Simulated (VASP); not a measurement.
# AgCl: relaxation of cell and atoms with PBEsol

Crystal: AgCl.

```
Ag Cl
1.0
     2.72375    2.72375    0.00000
    -2.72375    2.72375    0.00000
     0.00000    2.72375    2.72375
Ag Cl
1 1
Direct
  0.00000 0.00000 0.00000
  0.50000 0.50000 0.00000
```

* Program: VASP 6.6.1
* Task: relaxation of cell and atoms
* Functional: PBEsol
* Potentials or basis: VASP PAW PBE potentials, release 64 (Ag, Cl)
* Cutoff: 600 eV
* k mesh: 8 × 8 × 8
* Occupations: gaussian, width 0.01 eV
* Spin: no spin polarisation
* Target pressure: 7 GPa
* Dipole correction: no
* Further INCAR settings: ALGO = Normal; EDIFF = 1e-06; IBRION = 2; EDIFFG = -0.002; NSW = 100; ISIF = 3

```yaml
Relaxed_volume: 18.35 Å³/atom
Relaxed_cell: a = 3.730 Å, b = 3.730 Å, c = 3.730 Å, α = 60.00°, β = 60.00°, γ = 90.00°
Space_group_after_relaxing_to_0.1_Å: Fm-3m (No. 225)
Energy_change_on_relaxing_the_run_minimises_the_enthalpy: +36.3 meV/atom
Ionic_steps: 3
Pressure_after_relaxing: 7.0 GPa
Band_gap_on_the_k_mesh: 0.75 eV (least direct gap 3.57 eV)
```

The path:
| step | energy change (eV) | largest force (eV/Å) | pressure (GPa) | volume (Å³) |
| --- | --- | --- | --- | --- |
| 1 | 0.0000 | 0.0000 | -0.06 | 40.41 |
| 2 | 0.1417 | 0.0000 | 10.54 | 35.42 |
| 3 | 0.0726 | 0.0000 | 7.02 | 36.70 |

Final structure:
```yaml
crystal:
  lattice:
    - [2.63750, 2.63750, 0.00000]
    - [-2.63750, 2.63750, 0.00000]
    - [0.00000, 2.63750, 2.63750]
  atoms:
    - { symbol: Ag, position: [0.00000, 0.00000, 0.00000] }
    - { symbol: Cl, position: [0.50000, 0.50000, 0.00000] }
```

Levels at points of the mesh, in eV from the valence-band top:
```csv
k point,band 7,band 8,band 9,band 10,band 11,band 12
"(0.00, 0.00, 0.00)",-2.99,-2.99,-2.99,0.75,10.68,10.68
"(0.50, 0.00, 0.00)",-2.25,0.00,0.00,3.57,7.19,7.19
"(0.50, 0.50, 0.00)",-2.49,-2.49,-2.27,1.95,7.64,8.98
```

It took 48 s on 1 thread of Intel Xeon 8259CL (shared host), peak memory 0.19 GiB.

Caveat: the cell is relaxed towards a set pressure, so the run minimises the enthalpy, not the energy; semilocal functionals underestimate gaps, and a narrow one can read as zero; the PAW data sets were made with another functional, which shifts forces and pressure a little. A k mesh can miss the band edges.
